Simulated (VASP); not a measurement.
# Ta (I4/mmm) in VASP: further runs

Ta is run at these levels: PBE; tasks: single point.

Everything below comes from runs of VASP 6.6.1. Logs are shortened: lines on timing, memory, paths and dates and some standing lists are left out, and cuts for length are marked.

## Step 1: The cell of the first run

The structure is tetragonal, space group I4/mmm (No. 139). The conventional cell has a = 3.567 Å, b = 3.567 Å, c = 3.038 Å, α = 90.00°, β = 90.00°, γ = 90.00°. Ta (site symmetry 4/mmm) has 14 Ta at 2.94 to 3.57 Å within 3.9 Å.

## Step 2: Single point, PBE (strain +0.080 along x and y, -0.080 along z)

File INCAR:

```
SYSTEM = Ta
PREC = Accurate
ENCUT = 520
EDIFF = 1E-6
ISMEAR = 0
SIGMA = 0.15
LREAL = .False.
LASPH = .True.
NELM = 60
ALGO = Fast
ISIF = 2
LWAVE = .False.
LCHARG = .False.
GGA = PE
NBANDS = 12
```

File KPOINTS:

```
Automatic mesh
0
Gamma
  20 20 20
  0 0 0
```

File POSCAR:

```
Ta
1.0
   -1.7833824000      1.7833824000      1.5191776000
    1.7833824000     -1.7833824000      1.5191776000
    1.7833824000      1.7833824000     -1.5191776000
Ta
1
Direct
    0.0000000000      0.0000000000      0.0000000000
```

Potentials or basis: VASP PAW PBE potentials, release 64 (Ta_pv).

On the command line:

```console
cat potpaw_PBE.64/Ta_pv/POTCAR > POTCAR
mpirun -np 1 vasp_std > vasp.out
```

OUTCAR:

```text
SYSTEM = Ta
   PREC = Accurate
   ENCUT = 520
   EDIFF = 1E-6
   ISMEAR = 0
   LREAL = .False.
   LASPH = .True.
   NELM = 60
   ISIF = 2
   GGA = PE

 ion  position               nearest neighbor table
   1  0.000  0.000  0.000-

  LATTYP: Found a body centered tetragonal cell.
 ALAT       =     3.5667648000
 C/A-ratio  =     0.8518518519

  Lattice vectors:

 A1 = (  -1.7833824000,   1.7833824000,   1.5191776000)
 A2 = (   1.7833824000,  -1.7833824000,   1.5191776000)
 A3 = (   1.7833824000,   1.7833824000,  -1.5191776000)

Analysis of symmetry for initial positions (statically):
=====================================================================
 Subroutine PRICEL returns:
 Original cell was already a primitive cell.

 Routine SETGRP: Setting up the symmetry group for a
 body centered tetragonal supercell.

 Subroutine GETGRP returns: Found 16 space group operations
 (whereof 16 operations were pure point group operations)
 out of a pool of 16 trial point group operations.

The static configuration has the point symmetry D_4h.

Analysis of symmetry for dynamics (positions and initial velocities):
=====================================================================
 Subroutine PRICEL returns:
 Original cell was already a primitive cell.

 Routine SETGRP: Setting up the symmetry group for a
 body centered tetragonal supercell.

 Subroutine GETGRP returns: Found 16 space group operations
 (whereof 16 operations were pure point group operations)
 out of a pool of 16 trial point group operations.

The dynamic configuration has the point symmetry D_4h.

 Subroutine INISYM returns: Found 16 space group operations
 (whereof 16 operations are pure point group operations),
 and found     1 'primitive' translations

----------------------------------------------------------------------------------------

                                     Primitive cell

  volume of cell :      19.3267

  direct lattice vectors                    reciprocal lattice vectors
    -1.783382400  1.783382400  1.519177600     0.000000000  0.280366118  0.329125443
     1.783382400 -1.783382400  1.519177600     0.280366118  0.000000000  0.329125443
     1.783382400  1.783382400 -1.519177600     0.280366118  0.280366118  0.000000000

  length of vectors
     2.944283639  2.944283639  2.944283639     0.432352538  0.432352538  0.396497566

  position of ions in fractional coordinates (direct lattice)
     0.000000000  0.000000000  0.000000000

  ion indices of the primitive-cell ions
   primitive index   ion index
                 1           1

----------------------------------------------------------------------------------------

 KPOINTS: Automatic mesh

Automatic generation of k-mesh.
 Grid dimensions read from file:
 generate k-points for:   20   20   20

 Generating k-lattice:

  Cartesian coordinates                     Fractional coordinates (reciprocal lattice)
     0.000000000  0.014018306  0.016456272     0.050000000  0.000000000  0.000000000
     0.014018306  0.000000000  0.016456272     0.000000000  0.050000000  0.000000000
     0.014018306  0.014018306  0.000000000     0.000000000  0.000000000  0.050000000

  Length of vectors
     0.021617627  0.021617627  0.019824878

  Shift w.r.t. Gamma in fractional coordinates (k-lattice)
     0.000000000  0.000000000  0.000000000

 Subroutine IBZKPT returns following result:
 ===========================================

 Found    641 irreducible k-points:

 Following reciprocal coordinates:
            Coordinates               Weight
  0.000000  0.000000  0.000000      1.000000
  0.050000 -0.000000  0.000000      8.000000
  0.100000 -0.000000  0.000000      8.000000
  0.150000  0.000000  0.000000      8.000000
  0.200000 -0.000000  0.000000      8.000000
  0.250000 -0.000000  0.000000      8.000000
[... 16 lines left out ...]
 -0.400000  0.050000  0.000000     16.000000
 -0.350000  0.050000  0.000000     16.000000
 [... further k-points ...]
   k-points           NKPTS =    641   k-points in BZ     NKDIM =    641   number of bands    NBANDS=     12
   number of dos      NEDOS =    301   number of ions     NIONS =      1
   total plane-waves  NPLWV =  13824
   dimension x,y,z NGX =    24 NGY =   24 NGZ =   24
   dimension x,y,z NGXF=    48 NGYF=   48 NGZF=   48
   ions per type =               1
   NGX,Y,Z   is equivalent  to a cutoff of  13.55, 13.55, 13.55 a.u.
   NGXF,Y,Z  is equivalent  to a cutoff of  27.10, 27.10, 27.10 a.u.
 SYSTEM =  Ta
   PREC   = accura    normal or accurate (medium, high low for compatibility)
   ISTART =      0    job   : 0-new  1-cont  2-samecut
   ICHARG =      2    charge: 1-file 2-atom 10-const
   ISPIN  =      1    spin polarized calculation?
   LNONCOLLINEAR =      F non collinear calculations
   LSORBIT =      F    spin-orbit coupling
   LASPH  =      T    aspherical Exc in radial PAW
   ENCUT  =  520.0 eV  38.22 Ry    6.18 a.u.   5.47  5.47  5.47*2*pi/ulx,y,z
   NELM   =     60;   NELMIN=  2; NELMDL= -5     # of ELM steps
   EDIFF  = 0.1E-05   stopping-criterion for ELM
   LREAL  =      F    real-space projection
   EDIFFG = 0.1E-04   stopping-criterion for IOM
   NSW    =      0    number of steps for IOM
   IBRION =     -1    ionic relax: 0-MD 1-quasi-New 2-CG
   NFREE  =      0    steps in history (QN), initial steepest desc. (CG)
   ISIF   =      2    stress and relaxation
   ISYM   =      2    0-nonsym 1-usesym 2-fastsym
   POTIM  = 0.5000    time-step for ionic-motion
   TEBEG  =    0.0;   TEEND  =   0.0 temperature during run
   PSTRESS=    0.0 pullay stress
   NELECT =      11.0000    total number of electrons
   NUPDOWN=      -1.0000    fix difference up-down
   EMIN   =  10.00;   EMAX   =-10.00  energy-range for DOS
   EFERMI =   0.00;   METHOD = LEGACY
   ISMEAR =     0;   SIGMA  =   0.15  broadening in eV -4-tet -1-fermi 0-gaus
   EFERMI_NEDOS =   21; number of points for ismear=-14 and -15
   IALGO  =     68    algorithm
   IMIX   =      4    mixing-type and parameters
     AMIX     =   0.40;   BMIX     =  1.00
     AMIX_MAG =   1.60;   BMIX_MAG =  1.00
  volume/ion in A,a.u.               =      19.33       130.42
  Fermi-wavevector in a.u.,A,eV,Ry     =   1.356709  2.563807 25.043674  1.840658
  Thomas-Fermi vector in A             =   2.483689
   LORBIT       =      0    0 simple, 1 ext, 2 COOP (PROOUT), +10 PAW based schemes
   GGA     = PE    functional components
   LHFCALC =     F    Hartree Fock is set to
   AEXX    =    0.0000 exact exchange contribution
   IVDW    =     0    specifies the selected vdW correction
   LEPSILON=     F    determine dielectric tensor
   LRPA    =     F    only Hartree local field effects (RPA)
 non-spin polarized calculation
 RMM-DIIS sequential band-by-band and
 Gauss-broadening in eV      SIGMA  =   0.15
  energy-cutoff  :      520.00
  volume of cell :       19.33
 maximum number of plane-waves:       537
 NGX is ok and might be reduce to    24
   NGX = 11   NGY = 11   NGZ = 11

 number of electron      11.0000001 magnetization

 Free energy of the ion-electron system (eV)
  ---------------------------------------------------
  ext. energy  EPLUGINS =         0.00000000
  ---------------------------------------------------
  free energy    TOTEN  =       -11.72715635 eV

  energy without entropy =      -11.71273820  energy(sigma->0) =      -11.71994727

 E-fermi :   5.0522     XC(G=0): -12.2564

 val. band max:        5.0511363313   @ k =  -0.1000   0.4000   0.0500
 cond. band min:       5.0555015329   @ k =  -0.4500   0.4000  -0.0000
 fundamental gap:      0.0043652016
 Fermi energy:         5.0521699053

 k-point     1 :       0.0000    0.0000    0.0000
  band No.  band energies     occupation
      1     -28.4390      2.00000
      2     -28.4390      2.00000
      3     -28.3743      2.00000
      4      -2.7059      2.00000
      5       4.5309      2.00000
      6       6.5765      0.00000
      7       6.5765      0.00000
      8       7.0992      0.00000
      9       9.7818      0.00000
     10      18.8449      0.00000
     11      18.8449      0.00000
     12      21.9361      0.00000

 k-point     2 :       0.0500   -0.0000    0.0000
  band No.  band energies     occupation
      1     -28.4514      2.00000
      2     -28.4467      2.00000
      3     -28.3897      2.00000
      4      -2.5950      2.00000
      5       4.5652      2.00000
      6       6.5150      0.00000
      7       6.5475      0.00000
      8       7.1329      0.00000
      9       9.6787      0.00000
     10      19.0609      0.00000
     11      19.0720      0.00000
     12      21.9587      0.00000

 k-point     3 :       0.1000   -0.0000    0.0000
  band No.  band energies     occupation
      1     -28.5070      2.00000
      2     -28.4691      2.00000
      3     -28.4143      2.00000
      4      -2.2702      2.00000
      5       4.6225      1.99995
      6       6.2876      0.00000
      7       6.5259      0.00000
      8       7.2863      0.00000
      9       9.4310      0.00000
     10      19.6513      0.00000
     11      19.6843      0.00000
     12      21.9258      0.00000

 k-point     4 :       0.1500    0.0000    0.0000
  band No.  band energies     occupation
      1     -28.6130      2.00000
      2     -28.5038      2.00000
      3     -28.4314      2.00000
      4      -1.7570      2.00000
      5       4.5833      1.99999
      6       5.9060      0.00000
      7       6.6780      0.00000
      8       7.5870      0.00000
      9       9.1543      0.00000
     10      19.3760      0.00000
     11      20.2021      0.00000
     12      20.6537      0.00000

 k-point     5 :       0.2000   -0.0000    0.0000
  band No.  band energies     occupation
      1     -28.7494      2.00000
      2     -28.5472      2.00000
      3     -28.4471      2.00000
      4      -1.1031      2.00000
      5       4.3790      2.00000
      6       5.4713      0.00008
      7       7.1205      0.00000
      8       8.0135      0.00000
      9       8.9238      0.00000
     10      19.3687      0.00000
     11      19.9203      0.00000
     12      21.8927      0.00000
[... 228 lines left out ...]
      1     -29.3449      2.00000
      2     -28.7502      2.00000
      3     -28.5184      2.00000
      4       1.0034      2.00000
      5       3.0964      2.00000
      6       6.4985      0.00000
      7       8.3956      0.00000
      8      10.8053      0.00000
      9      11.8917      0.00000
     10      15.7174      0.00000
     11      16.7935      0.00000
     12      19.5170      0.00000

 k-point    22 :      -0.4500    0.0500   -0.0000
  band No.  band energies     occupation
      1     -29.2978      2.00000
      2     -28.7364      2.00000
      3     -28.5112      2.00000
      4       0.9814      2.00000
      5       3.1990      2.00000
      6       6.0071      0.00000
      7       8.4870      0.00000
      8      10.3270      0.00000
      9      11.3412      0.00000
     10      16.0163      0.00000
     11      17.8211      0.00000
     12      20.2563      0.00000

 k-point    23 :      -0.4000    0.0500    0.0000
  band No.  band energies     occupation
      1     -29.2130      2.00000
      2     -28.7087      2.00000
      3     -28.4999      2.00000
      4       0.8644      2.00000
      5       3.3857      2.00000
      6       5.3790      0.00206
      7       8.6213      0.00000
      8       9.6844      0.00000
      9      10.4727      0.00000
     10      16.6150      0.00000
     11      19.3094      0.00000
     12      21.4481      0.00000

 k-point    24 :      -0.3500    0.0500    0.0000
  band No.  band energies     occupation
      1     -29.0976      2.00000
      2     -28.6695      2.00000
      3     -28.4854      2.00000
      4       0.5353      2.00000
      5       3.6399      2.00000
      6       4.9809      1.49840
      7       8.7510      0.00000
      8       8.9644      0.00000
      9       9.5557      0.00000
     10      17.4260      0.00000
     11      19.3704      0.00000
     12      20.9844      0.00000

 [... further k-points ...]

------------------------ aborting loop because EDIFF is reached ----------------------------------------

  FORCE on cell =-STRESS in cart. coord.  units (eV):
  Direction    XX          YY          ZZ          XY          YZ          ZX
  --------------------------------------------------------------------------------------
  -------------------------------------------------------------------------------------
  Total       -1.2554061     -1.2554061     -0.1998577      0.0000000     -0.0000000      0.0000000
  in kB     -104.0728231   -104.0728231    -16.5681495      0.0000000     -0.0000000      0.0000000
  external PRESSURE =     -74.9045986 kB  Pullay stress =       0.0000000 kB

 VOLUME and BASIS-vectors are now :
 -----------------------------------------------------------------------------
  energy-cutoff  :      520.00
  volume of cell :       19.33
      direct lattice vectors                 reciprocal lattice vectors
    -1.783382400  1.783382400  1.519177600     0.000000000  0.280366118  0.329125443
     1.783382400 -1.783382400  1.519177600     0.280366118  0.000000000  0.329125443
     1.783382400  1.783382400 -1.519177600     0.280366118  0.280366118  0.000000000

 POSITION                                       TOTAL-FORCE (eV/Angst)
 -----------------------------------------------------------------------------------
      0.00000      0.00000      0.00000         0.000000      0.000000      0.000000
 -----------------------------------------------------------------------------------
    total drift:                                0.000000      0.000000     -0.000000

  FREE ENERGIE OF THE ION-ELECTRON SYSTEM (eV)
  ---------------------------------------------------
  free  energy   TOTEN  =       -11.7271563460 eV

  energy  without entropy=      -11.7127381952  energy(sigma->0) =      -11.71994727
```

It took 73 s on 1 thread of Intel Xeon Platinum 8559C (Emerald Rapids), shared host; peak memory 0.25 GiB.

What came out:

- Free energy: -11.7272 eV
- Pressure: -7.5 GPa
- Band gap on the k mesh: zero (an odd number of electrons rules out a gap without spin polarisation)

Caveat: the cell differs from its parent crystal (strain +0.080 along x and y, -0.080 along z); the stress differs along the axes, from -10 to -2 GPa; spin-orbit coupling is left out, which moves the levels of the heavy elements.

## Step 3: Single point, PBE (strain +0.000 along x and y, +0.080 along z)

File INCAR:

```
SYSTEM = Ta
ALGO = Fast
EDIFF = 1E-6
ENCUT = 520
GGA = PE
ISIF = 2
ISMEAR = 0
LASPH = .True.
LCHARG = .False.
LREAL = .False.
LWAVE = .False.
NBANDS = 12
NELM = 100
PREC = Accurate
SIGMA = 0.15
```

File KPOINTS:

```
k-points
0
Gamma
  20 20 20
  0 0 0
```

File POSCAR:

```
Ta
1.0
   -1.6512800000      1.6512800000      1.7833824000
    1.6512800000     -1.6512800000      1.7833824000
    1.6512800000      1.6512800000     -1.7833824000
Ta
1
Direct
    0.0000000000      0.0000000000      0.0000000000
```

Potentials or basis: VASP PAW PBE potentials, release 64 (Ta_pv).

On the command line:

```console
cat potpaw_PBE.64/Ta_pv/POTCAR > POTCAR
mpirun -np 1 vasp_std > vasp.out
```

Wall time 77 s (1 thread of Intel Xeon Platinum 8559C (Emerald Rapids), shared host); peak memory 0.25 GiB.

It converged, with:

```yaml
Free_energy: -11.7601 eV
Pressure: -10.2 GPa
Band_gap_on_the_k_mesh: zero (an odd number of electrons rules out a gap without spin polarisation)
```

Stress tensor (GPa, compression positive):
```
 -8.16   0.00   0.00
  0.00  -8.16   0.00
  0.00   0.00 -14.36
```

Levels at points of the mesh, in eV from the Fermi level:
| k point | band 1 | band 2 | band 3 | band 4 | band 5 | band 6 | band 7 | band 8 | band 9 | band 10 |
| --- | --- | --- | --- | --- | --- | --- | --- | --- | --- | --- |
| (0.00, 0.00, 0.00) | -33.41 | -33.40 | -33.40 | -7.64 | 0.47 | 0.47 | 1.31 | 3.08 | 4.20 | 13.84 |
| (0.50, 0.00, 0.00) | -34.32 | -33.67 | -33.41 | -4.10 | -1.03 | 1.10 | 2.90 | 4.59 | 6.90 | 10.33 |
| (0.50, 0.50, 0.00) | -34.29 | -33.74 | -33.45 | -4.03 | -1.91 | 1.60 | 4.31 | 4.89 | 7.14 | 10.80 |
| (0.50, 0.50, 0.50) | -34.14 | -33.99 | -33.99 | -3.51 | -3.28 | 6.02 | 6.30 | 6.30 | 6.71 | 8.62 |

Caveat: the cell differs from its parent crystal (strain +0.000 along x and y, +0.080 along z); the stress differs along the axes, from -14 to -8 GPa; spin-orbit coupling is left out, which moves the levels of the heavy elements.

## Step 4: Single point, PBE (strain +0.080 along x and y, -0.040 along z)

File INCAR:

```
ALGO = Fast
EDIFF = 1E-6
ENCUT = 520
GGA = PE
ISIF = 2
ISMEAR = 0
LASPH = T
LCHARG = T
LELF = T
LREAL = F
LVHAR = T
LWAVE = F
NBANDS = 12
NELM = 100
PREC = Accurate
SIGMA = 0.15
```

File KPOINTS:

```
k-points
0
Gamma
  20 20 20
```

File POSCAR:

```
Ta
1.0
   -1.7833824000      1.7833824000      1.5852288000
    1.7833824000     -1.7833824000      1.5852288000
    1.7833824000      1.7833824000     -1.5852288000
Ta
1
Direct
    0.0000000000      0.0000000000      0.0000000000
```

On the command line:

```console
cat potpaw_PBE.64/Ta_pv/POTCAR > POTCAR
mpirun -np 1 vasp_std > vasp.out
```

It took 81 s on 1 thread of Intel Xeon Platinum 8559C (Emerald Rapids), shared host; peak memory 0.26 GiB.

The run converged. Its results:

- Free energy: -11.6894 eV
- Pressure: -14.9 GPa
- Band gap on the k mesh: zero (an odd number of electrons rules out a gap without spin polarisation)

Stress tensor (GPa, compression positive):
```
-16.33   0.00   0.00
  0.00 -16.33   0.00
  0.00   0.00 -11.91
```

Levels at points of the mesh, in eV from the Fermi level:
```csv
k point,band 2,band 3,band 4,band 5,band 6,band 7,band 8,band 9
"(0.00, 0.00, 0.00)",-33.57,-33.55,-7.52,-0.14,1.25,1.25,2.49,4.35
"(0.50, 0.00, 0.00)",-33.85,-33.62,-3.90,-1.69,1.41,3.35,5.23,6.61
"(0.50, 0.50, 0.00)",-33.76,-33.54,-4.08,-0.27,0.62,2.21,3.73,6.50
"(0.50, 0.50, 0.50)",-34.18,-33.99,-3.35,-3.14,5.80,5.80,6.20,6.69
```

Caveat: the cell differs from its parent crystal (strain +0.080 along x and y, -0.040 along z); the cell stands under tension; spin-orbit coupling is left out, which moves the levels of the heavy elements.

## Step 5: Single point, PBE (strain +0.080 along x and y, +0.000 along z)

File INCAR:

```
  ALGO = Fast
  EDIFF = 1E-6
  ENCUT = 520
  GGA = PE
  ISIF = 2
  ISMEAR = 0
  LASPH = True
  LCHARG = True
  LELF = True
  LREAL = False
  LVHAR = True
  LWAVE = False
  NBANDS = 12
  NELM = 80
  PREC = Accurate
  SIGMA = 0.15
```

KPOINTS is that of step 4.

File POSCAR:

```
Ta
1.0
   -1.7833824000      1.7833824000      1.6512800000
    1.7833824000     -1.7833824000      1.6512800000
    1.7833824000      1.7833824000     -1.6512800000
Ta
1
Direct
    0.0000000000      0.0000000000      0.0000000000
```

On the command line:

```console
cat potpaw_PBE.64/Ta_pv/POTCAR > POTCAR
mpirun -np 1 vasp_std > vasp.out
```

Run time: 96 s. Hardware: 1 thread of Intel Xeon Platinum 8559C (Emerald Rapids), shared host; peak memory 0.26 GiB.

Results (log left out):

| Quantity | Value |
| --- | --- |
| Free energy | -11.6108 eV |
| Pressure | -20.4 GPa |
| Band gap on the k mesh | zero (an odd number of electrons rules out a gap without spin polarisation) |

Stress tensor (GPa, compression positive):
```
-21.59   0.00   0.00
  0.00 -21.59   0.00
  0.00   0.00 -17.91
```

Levels at points of the mesh, in eV from the Fermi level:
```
           k point  band 4  band 5  band 6  band 7  band 8  band 9
(0.00, 0.00, 0.00)   -7.34    0.15    1.00    1.00    2.80    3.93
(0.50, 0.00, 0.00)   -3.74   -1.44    1.17    3.29    4.59    6.34
(0.50, 0.50, 0.00)   -3.87   -0.57    0.69    2.52    3.74    6.23
(0.50, 0.50, 0.50)   -3.09   -2.94    5.54    5.54    5.79    6.73
```

Caveat: the cell differs from its parent crystal (strain +0.080 along x and y, +0.000 along z); the cell stands under tension; spin-orbit coupling is left out, which moves the levels of the heavy elements.

## Step 6: Summary

| cell | gap on the mesh (eV) | pressure (GPa) |
| --- | --- | --- |
| a = 2.944 Å, angles 105.4, 105.4, 117.9°, 1 atom | none | -7.5 |
| a = 2.938 Å, angles 111.6, 111.6, 105.3°, 1 atom | none | -10.2 |
| a = 2.979 Å, angles 106.5, 106.5, 115.7°, 1 atom | none | -14.9 |
| a = 3.015 Å, angles 107.5, 107.5, 113.6°, 1 atom | none | -20.4 |

Alike in all rows: task single point; level PBE; potentials or basis VASP PAW PBE potentials, release 64 (Ta_pv); no spin polarisation; k mesh 20 × 20 × 20; cutoff (eV) 520; smearing gaussian 0.15 eV.

Caveats: spin-orbit coupling is left out, which moves the levels of the heavy elements; the cell stands under tension (at least some runs); the stress differs along the axes, from -10 to -2 GPa (at least some runs); the stress differs along the axes, from -14 to -8 GPa (at least some runs).

Absolute energies hang on the potentials; compare differences alone.
